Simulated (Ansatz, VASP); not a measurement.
# One calculation of C, two programs

The input INCAR:

```
ALGO = Normal ; EDIFF = 1E-6
ENCUT = 520 ; GGA = PE
ISIF = 2 ; ISMEAR = 0
LASPH = T ; LCHARG = F
LREAL = F ; LWAVE = F
NBANDS = 11 ; NELM = 100
PREC = Accurate ; SIGMA = 0.1
```

Contents of KPOINTS:

```
k-points
0
Gamma
  10 6 6
```

Contents of POSCAR:

```
C
1.0
    1.5775078700      0.0000000000      0.0000000000
    0.0000000000      2.5477879300      0.0000000000
    0.0000000000      0.0000000000      2.8255131500
C
2
Direct
    0.0000000000      0.5000000000      0.6780852700
    0.5000000000      0.0000000000      0.3219147300
```

Input for Ansatz:

```yaml
crystal:
  lattice:
    - [1.57750787, 0.0, 0.0]
    - [0.0, 2.54778793, 0.0]
    - [0.0, 0.0, 2.82551315]
  atoms:
    - { symbol: C, position: [0.0, 0.5, 0.67808527] }
    - { symbol: C, position: [0.5, 0.0, 0.32191473] }
basis:
  ecutwfc: 420
kpoints:
  mp_grid: { grid: [10, 6, 6] }
hamiltonian:
  xc: pbe
scf:
  occupations: { method: gaussian, width: 0.1 }
  lower_state_search: "off"
output:
  forces: true
  stress: true
  eigenvalues: true
```

Alike in both runs: task single point; functional PBE; k mesh 10 × 6 × 6; occupations gaussian, width 0.1 eV; no spin polarisation.

```csv
,VASP,Ansatz
version,VASP 6.6.1,Ansatz 0.2.0
potentials or method,"VASP PAW PBE potentials, release 64 (C), cutoff 520 eV","scalar-relativistic, plane waves, PAW"
valence electrons in the cell,8,8
```

Ansatz gave:

- gap on the k mesh at the Fermi level (eV): none
- rms of the force components (eV/Å): 0.171

Problem. Which values does VASP return?

Solution. gap on the k mesh at the Fermi level (eV): none; rms of the force components (eV/Å): 0.162.

Atom by atom the forces differ by 0.009 eV/Å (rms over components). A gap of «none» marks a metal or a gap that the smearing closes.

The k mesh is coarse, so the values compare programs but aren't converged.
